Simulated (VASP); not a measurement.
GaN: vibrations by perturbation theory with PBE

The system is GaN.

```
Ga N
1.0
     3.18619    0.00000    0.00000
    -1.59310    2.75932    0.00000
     0.00000    0.00000    5.26678
Ga N
2 2
Direct
  0.33333 0.66667 0.00131
  0.66667 0.33333 0.50131
  0.33333 0.66667 0.37569
  0.66667 0.33333 0.87569
```

```
Program                : VASP 6.6.1
Task                   : vibrations by perturbation theory
Functional             : PBE
Potentials or basis    : VASP PAW PBE potentials, release 64 (Ga_d, N)
Cutoff                 : 520 eV
k mesh                 : 8 × 8 × 5
Occupations            : gaussian, width 0.01 eV
Spin                   : no spin polarisation
Dipole correction      : no
Further INCAR settings : ALGO = Normal; EDIFF = 1e-08; IBRION = 8; NSW = 1
```

| Item | Value |
| --- | --- |
| Electronic dielectric tensor (diagonal) | 5.97, 5.97, 6.20 |
| Born charges (mean of the diagonal) | Ga +2.67; N -2.67 e |
| Highest phonon frequency at Γ, LO-TO splitting left out | 662 cm⁻¹ |

Phonon frequencies in cm⁻¹ (negative: imaginary):
| q point | frequencies |
| --- | --- |
| (0.000, 0.000, 0.000) | 0 0 0 134 134 324 506 535 535 543 543 662 |

Electronic dielectric tensor:
```
5.97 0.00 0.00
0.00 5.97 0.00
0.00 0.00 6.20
```

Born effective charge tensors (e):
atom 1, Ga
```
2.62 0.00 0.00
0.00 2.62 0.00
0.00 0.00 2.78
```
atom 2, Ga
```
2.62 0.00 0.00
0.00 2.62 0.00
0.00 0.00 2.78
```
atom 3, N
```
-2.62  0.00  0.00
 0.00 -2.62  0.00
 0.00  0.00 -2.78
```
atom 4, N
```
-2.62  0.00  0.00
 0.00 -2.62  0.00
 0.00  0.00 -2.78
```

Wall time 7.5 min on 1 thread of Intel(R) Xeon(R) 6975P-C (Granite Rapids), with other jobs on the host, peak memory 0.46 GiB.

Caveat: the cell stands under pressure or tension, which shifts response properties.
